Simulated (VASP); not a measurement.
# Be2Bi (P1) in VASP: single point with PBE

Aim: the single point of Be2Bi with PBE.

All numbers are computed with VASP 6.6.1; they aren't measurements. Logs are shortened: lines on timing, memory, paths and dates and some standing lists are left out, and cuts for length are marked.

**1. The cell of the first run**

The typed cell holds 3 atoms: a = 4.353 Å, b = 4.566 Å, c = 4.547 Å, α = 55.59°, β = 57.82°, γ = 61.01°.

**2. Single point, PBE**

The input, INCAR:

```
SYSTEM = Be2Bi
PREC = Accurate
ENCUT = 600
EDIFF = 1E-6
ISMEAR = -1
SIGMA = 0.15
LREAL = .False.
LASPH = .True.
NELM = 120
ALGO = Normal
ISIF = 2
LWAVE = .False.
LCHARG = .True.
GGA = PE
LELF = .True.
LVHAR = .True.
NBANDS = 16
GGA_COMPAT = .False.
```

The input, KPOINTS:

```
Automatic mesh
0
Gamma
  2 2 2
  0.5 0.5 0.5
```

The input, POSCAR:

```
Be2Bi
1.0
   -3.1516970000      0.0973590000      3.0007350000
   -0.0419110000      3.3917490000      3.0561840000
   -3.1205050000      3.3051080000      0.1285510000
Bi Be
1 2
Direct
    0.6026690000      0.9160190000      0.6653110000
    0.7980840000      1.2386970000      0.8916180000
    1.2289880000      1.6654650000      1.4935230000
```

Potentials or basis: VASP PAW PBE potentials, release 64 (Bi_d, Be).

Run with:

```
$ cat potpaw_PBE.64/Bi_d/POTCAR potpaw_PBE.64/Be/POTCAR > POTCAR
$ mpirun -np 1 vasp_std > vasp.out
```

OUTCAR:

```text
SYSTEM = Be2Bi
   PREC = Accurate
   ENCUT = 600
   EDIFF = 1E-6
   ISMEAR = -1
   LREAL = .False.
   LASPH = .True.
   NELM = 120
   ISIF = 2
   GGA = PE

 ion  position               nearest neighbor table
   1  0.603  0.916  0.665-   3 2.25   2 2.48   2 2.73   2 2.80   3 2.81   2 2.89   3 2.92   3 2.96

   2  0.798  0.239  0.892-   1 2.48   1 2.73   1 2.80   1 2.89
   3  0.229  0.665  0.494-   1 2.25   1 2.81   1 2.92   1 2.96

  LATTYP: Found a triclinic cell.
 ALAT       =     8.0617185299
 B/A-ratio  =     0.5663481827
 C/A-ratio  =     0.7728785178
 COS(alpha) =     0.0183101002
 COS(beta)  =     0.3983118935
 COS(gamma) =     0.8851334707

  Lattice vectors:

 A1 = (   3.1624160000,  -6.6968570000,  -3.1847350000)
 A2 = (   0.0419110000,  -3.3917490000,  -3.0561840000)
 A3 = (   6.2302910000,  -0.0107180000,  -0.0731020000)

Analysis of symmetry for initial positions (statically):
=====================================================================
 Subroutine PRICEL returns:
 Original cell was already a primitive cell.

 Routine SETGRP: Setting up the symmetry group for a
 triclinic supercell.

 Subroutine GETGRP returns: Found  1 space group operations
 (whereof  1 operations were pure point group operations)
 out of a pool of  2 trial point group operations.

The static configuration has the point symmetry C_1 .

Analysis of symmetry for dynamics (positions and initial velocities):
=====================================================================
 Subroutine PRICEL returns:
 Original cell was already a primitive cell.

 Routine SETGRP: Setting up the symmetry group for a
 triclinic supercell.

 Subroutine GETGRP returns: Found  1 space group operations
 (whereof  1 operations were pure point group operations)
 out of a pool of  2 trial point group operations.

The dynamic configuration has the point symmetry C_1 .

 Subroutine INISYM returns: Found  1 space group operations
 (whereof  1 operations are pure point group operations),
 and found     1 'primitive' translations

----------------------------------------------------------------------------------------

                                     Primitive cell

  volume of cell :      60.8772

  direct lattice vectors                    reciprocal lattice vectors
    -3.151697000  0.097359000  3.000735000    -0.158762263 -0.156568409  0.171582228
    -0.041911000  3.391749000  3.056184000     0.162708438  0.147159389  0.166119436
    -3.120505000  3.305108000  0.128551000    -0.162297041  0.156156964 -0.175528456

  length of vectors
     4.352824749  4.565739639  4.547286631     0.281353130  0.275182828  0.285544332

  position of ions in fractional coordinates (direct lattice)
     0.602669000  0.916019000  0.665311000
     0.798084000  0.238697000  0.891618000
     0.228988000  0.665465000  0.493523000

  ion indices of the primitive-cell ions
   primitive index   ion index
                 1           1
                 2           2
                 3           3

----------------------------------------------------------------------------------------

 KPOINTS: Automatic mesh

Automatic generation of k-mesh.
 Grid dimensions read from file:
 generate k-points for:    2    2    2

 Generating k-lattice:

  Cartesian coordinates                     Fractional coordinates (reciprocal lattice)
    -0.079381131 -0.078284205  0.085791114     0.500000000  0.000000000  0.000000000
     0.081354219  0.073579695  0.083059718    -0.000000000  0.500000000  0.000000000
    -0.081148520  0.078078482 -0.087764228     0.000000000  0.000000000  0.500000000

  Length of vectors
     0.140676565  0.137591414  0.142772166

  Shift w.r.t. Gamma in fractional coordinates (k-lattice)
     0.500000000  0.500000000  0.500000000

 Subroutine IBZKPT returns following result:
 ===========================================

 Found      4 irreducible k-points:

 Following reciprocal coordinates:
            Coordinates               Weight
  0.250000  0.250000  0.250000      2.000000
 -0.250000  0.250000  0.250000      2.000000
  0.250000 -0.250000  0.250000      2.000000
 -0.250000 -0.250000  0.250000      2.000000
   k-points           NKPTS =      4   k-points in BZ     NKDIM =      4   number of bands    NBANDS=     16
   number of dos      NEDOS =    301   number of ions     NIONS =      3
   total plane-waves  NPLWV =  46656
   dimension x,y,z NGX =    36 NGY =   36 NGZ =   36
   dimension x,y,z NGXF=    72 NGYF=   72 NGZF=   72
   ions per type =               1   2
   NGX,Y,Z   is equivalent  to a cutoff of  13.75, 13.11, 13.16 a.u.
   NGXF,Y,Z  is equivalent  to a cutoff of  27.50, 26.22, 26.32 a.u.
 SYSTEM =  Be2Bi
   PREC   = accura    normal or accurate (medium, high low for compatibility)
   ISTART =      0    job   : 0-new  1-cont  2-samecut
   ICHARG =      2    charge: 1-file 2-atom 10-const
   ISPIN  =      1    spin polarized calculation?
   LNONCOLLINEAR =      F non collinear calculations
   LSORBIT =      F    spin-orbit coupling
   LASPH  =      T    aspherical Exc in radial PAW
   ENCUT  =  600.0 eV  44.10 Ry    6.64 a.u.   8.69  9.12  9.08*2*pi/ulx,y,z
   NELM   =    120;   NELMIN=  2; NELMDL= -5     # of ELM steps
   EDIFF  = 0.1E-05   stopping-criterion for ELM
   LREAL  =      F    real-space projection
   EDIFFG = 0.1E-04   stopping-criterion for IOM
   NSW    =      0    number of steps for IOM
   IBRION =     -1    ionic relax: 0-MD 1-quasi-New 2-CG
   NFREE  =      0    steps in history (QN), initial steepest desc. (CG)
   ISIF   =      2    stress and relaxation
   ISYM   =      2    0-nonsym 1-usesym 2-fastsym
   POTIM  = 0.5000    time-step for ionic-motion
   TEBEG  =    0.0;   TEEND  =   0.0 temperature during run
   PSTRESS=    0.0 pullay stress
   NELECT =      19.0000    total number of electrons
   NUPDOWN=      -1.0000    fix difference up-down
   EMIN   =  10.00;   EMAX   =-10.00  energy-range for DOS
   EFERMI =   0.00;   METHOD = LEGACY
   ISMEAR =    -1;   SIGMA  =   0.15  broadening in eV -4-tet -1-fermi 0-gaus
   EFERMI_NEDOS =   21; number of points for ismear=-14 and -15
   IALGO  =     38    algorithm
   IMIX   =      4    mixing-type and parameters
     AMIX     =   0.40;   BMIX     =  1.00
     AMIX_MAG =   1.60;   BMIX_MAG =  1.00
  volume/ion in A,a.u.               =      20.29       136.94
  Fermi-wavevector in a.u.,A,eV,Ry     =   1.110472  2.098488 16.778009  1.233149
  Thomas-Fermi vector in A             =   2.247024
   LORBIT       =      0    0 simple, 1 ext, 2 COOP (PROOUT), +10 PAW based schemes
   GGA     = PE    functional components
   LHFCALC =     F    Hartree Fock is set to
   AEXX    =    0.0000 exact exchange contribution
   IVDW    =     0    specifies the selected vdW correction
   LEPSILON=     F    determine dielectric tensor
   LRPA    =     F    only Hartree local field effects (RPA)
 non-spin polarized calculation
  energy-cutoff  :      600.00
  volume of cell :       60.88
 maximum number of plane-waves:      2040
 NGX is ok and might be reduce to    36
   NGX = 17   NGY = 19   NGZ = 19

 number of electron      19.0000000 magnetization

 Free energy of the ion-electron system (eV)
  ---------------------------------------------------
  ext. energy  EPLUGINS =         0.00000000
  ---------------------------------------------------
  free energy    TOTEN  =        -8.30388945 eV

  energy without entropy =       -8.19712250  energy(sigma->0) =       -8.25050598

 E-fermi :   5.5416     XC(G=0):  -9.2537

 val. band max:        5.4153865080   @ k =   0.2500   0.2500   0.2500
 cond. band min:       5.6990838558   @ k =   0.2500  -0.2500   0.2500
 fundamental gap:      0.2836973479
 Fermi energy:         5.5416407613

 k-point     1 :       0.2500    0.2500    0.2500
  band No.  band energies     occupation
      1     -17.3764      2.00000
      2     -17.3398      2.00000
      3     -17.2981      2.00000
      4     -17.2772      2.00000
      5     -17.2542      2.00000
      6      -6.7352      2.00000
[... 8 lines left out ...]
     15      10.5615      0.00000
     16      11.0729      0.00000

 k-point     2 :      -0.2500    0.2500    0.2500
  band No.  band energies     occupation
      1     -17.3699      2.00000
      2     -17.3351      2.00000
      3     -17.2989      2.00000
      4     -17.2769      2.00000
      5     -17.2406      2.00000
      6      -6.0281      2.00000
[... 8 lines left out ...]
     15      11.6439      0.00000
     16      12.9132      0.00000

 k-point     3 :       0.2500   -0.2500    0.2500
  band No.  band energies     occupation
      1     -17.3725      2.00000
      2     -17.3294      2.00000
      3     -17.2981      2.00000
      4     -17.2695      2.00000
      5     -17.2517      2.00000
      6      -5.9869      2.00000
[... 8 lines left out ...]
     15      11.8114      0.00000
     16      13.5533      0.00000

 k-point     4 :      -0.2500   -0.2500    0.2500
  band No.  band energies     occupation
      1     -17.3721      2.00000
      2     -17.3333      2.00000
      3     -17.2992      2.00000
      4     -17.2655      2.00000
      5     -17.2499      2.00000
      6      -5.8741      2.00000
[... 8 lines left out ...]
     15      12.4157      0.00000
     16      14.1406      0.00000

------------------------ aborting loop because EDIFF is reached ----------------------------------------

  FORCE on cell =-STRESS in cart. coord.  units (eV):
  Direction    XX          YY          ZZ          XY          YZ          ZX
  --------------------------------------------------------------------------------------
  -------------------------------------------------------------------------------------
  Total        2.0303288      2.5142162     -1.8946011      7.0161987     -3.9335241      1.0470832
  in kB       53.4345483     66.1695802    -49.8624423    184.6535405   -103.5231728     27.5573185
  external PRESSURE =      23.2472287 kB  Pullay stress =       0.0000000 kB

 VOLUME and BASIS-vectors are now :
 -----------------------------------------------------------------------------
  energy-cutoff  :      600.00
  volume of cell :       60.88
      direct lattice vectors                 reciprocal lattice vectors
    -3.151697000  0.097359000  3.000735000    -0.158762263 -0.156568409  0.171582228
    -0.041911000  3.391749000  3.056184000     0.162708438  0.147159389  0.166119436
    -3.120505000  3.305108000  0.128551000    -0.162297041  0.156156964 -0.175528456

 POSITION                                       TOTAL-FORCE (eV/Angst)
 -----------------------------------------------------------------------------------
     -4.01393      5.36451      4.69350         1.820398      1.507368     -0.682718
     -5.30762      3.83419      3.23896        -0.630810     -0.309755      0.158562
     -2.28963      3.91053      2.78436        -1.189588     -1.197613      0.524156
 -----------------------------------------------------------------------------------
    total drift:                               -0.000054     -0.000316     -0.000203

  FREE ENERGIE OF THE ION-ELECTRON SYSTEM (eV)
  ---------------------------------------------------
  free  energy   TOTEN  =        -8.3038894517 eV

  energy  without entropy=       -8.1971225023  energy(sigma->0) =       -8.25050598
```

It took 17 s on 1 thread of AMD EPYC 7R43 (Zen 3), shared host; peak memory 0.16 GiB.

What came out:

| Item | Value |
| --- | --- |
| Free energy | -8.3039 eV |
| Pressure | 2.3 GPa |
| Largest force | 2.460 eV/Å |

Forces on the atoms (eV/Å):
```
Bi   1.820  1.507 -0.683
Be  -0.631 -0.310  0.159
Be  -1.190 -1.198  0.524
```

Stress tensor (GPa, compression positive):
```
  5.34  18.47   2.76
 18.47   6.62 -10.35
  2.76 -10.35  -4.99
```

Caveat: the k points lie up to 0.90 Å⁻¹ apart; spin-orbit coupling is left out, which moves the levels of the heavy elements; forces of over 1 eV/Å act on the atoms, so gaps and moduli don't describe the material at rest.
